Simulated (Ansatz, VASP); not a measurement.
Rh in VASP and in Ansatz

The input INCAR:

```
PREC = Accurate ; ENCUT = 520
EDIFF = 1E-6 ; ISMEAR = 0
SIGMA = 0.15 ; LREAL = F
LASPH = T ; NELM = 100
ALGO = Fast ; ISIF = 2
LWAVE = F ; LCHARG = F
GGA = PS ; NBANDS = 22
```

The input KPOINTS:

```
Automatic mesh
0
Gamma
  24 24 14
```

The input POSCAR:

```
Rh
1.0
    2.4736371980      0.0000000000      0.0000000000
   -1.2368185990      2.1422326532      0.0000000000
    0.0000000000      0.0000000000      3.9826986242
Rh
2
Direct
    0.6666666667      0.3333333333      0.7500000000
    0.3333333333      0.6666666667      0.2500000000
```

Input for Ansatz:

```yaml
crystal:
  lattice:
    - [2.473637198, 0.0, 0.0]
    - [-1.236818599, 2.1422326532, 0.0]
    - [0.0, 0.0, 3.9826986242]
  atoms:
    - { symbol: Rh, position: [0.6666666667, 0.3333333333, 0.75] }
    - { symbol: Rh, position: [0.3333333333, 0.6666666667, 0.25] }
basis:
  ecutwfc: 420
kpoints:
  mp_grid: { grid: [24, 24, 14] }
hamiltonian:
  xc: pbesol
scf:
  occupations: { method: gaussian, width: 0.15 }
output:
  forces: true
  stress: true
  eigenvalues: true
  write_density: true
  write_potential: true
  elf: true
  volumetric_format: npy
```

Change from the starting cell: strain -0.080 along x and y, -0.080 along z, atoms carried along.

Alike in both runs: task single point; functional PBEsol; k mesh 24 × 24 × 14; occupations gaussian, width 0.15 eV; no spin polarisation.

```csv
,VASP,Ansatz
version,VASP 6.6.1,Ansatz 0.2.0
potentials or method,"VASP PAW PBE potentials, release 64 (Rh_pv), cutoff 520 eV","scalar-relativistic, plane waves, PAW"
valence electrons in the cell,30,34
```

|  | VASP | Ansatz | Ansatz less VASP |
| --- | --- | --- | --- |
| gap on the k mesh at the Fermi level (eV) | none | none | - |
| pressure (GPa) | 137.5 | 137.0 | -0.50 |
| traceless stress, the component that is largest in VASP (GPa) | 4.05 | 3.99 | -0.059 |

VASP's potentials were made for PBE, not for PBEsol. A gap of «none» marks a metal or a gap that the smearing closes. Both programs put the cell under a high pressure, so it lies far from rest at this level. VASP's potentials hold 30 valence electrons a cell and Ansatz's 34, so a difference there can come from the potentials and not from the codes.

Noted on VASP's run: the cell as given lies far from equilibrium.
